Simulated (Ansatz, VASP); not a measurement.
One calculation of EuOs, two programs

```xyz
2
Lattice="3.3915 0.0000 0.0000 0.0000 3.3915 0.0000 0.0000 0.0000 3.3915" Properties=species:S:1:pos:R:3 pbc="T T T"
Eu    0.0000    0.0000    0.0000
Os    1.6958    1.6958    1.6958
```

Alike in both runs: task single point; functional PBE; k mesh 10 × 10 × 10; occupations gaussian, width 0.05 eV; collinear spin.

```csv
,VASP,Ansatz
version,VASP 6.6.1,Ansatz 0.2.0
potentials or method,"VASP PAW PBE potentials, release 64 (Eu, Os), cutoff 520 eV","scalar-relativistic, plane waves, PAW"
valence electrons in the cell,25,33
```

```csv
,VASP,Ansatz,Ansatz less VASP
gap on the k mesh at the Fermi level (eV),none,none,-
pressure (GPa),6.8,6.6,-0.18
net moment per atom (μB),2.94,2.93,-0.003
size of the moment on the site where the two differ most (μB),6.24,6.34,+0.093
```

Site moments also hang on the region over which each program counts them. A gap of «none» marks a metal or a gap that the smearing closes. VASP's potentials hold 25 valence electrons a cell and Ansatz's 33, so a difference there can come from the potentials and not from the codes.

Neither program's run includes spin-orbit coupling.
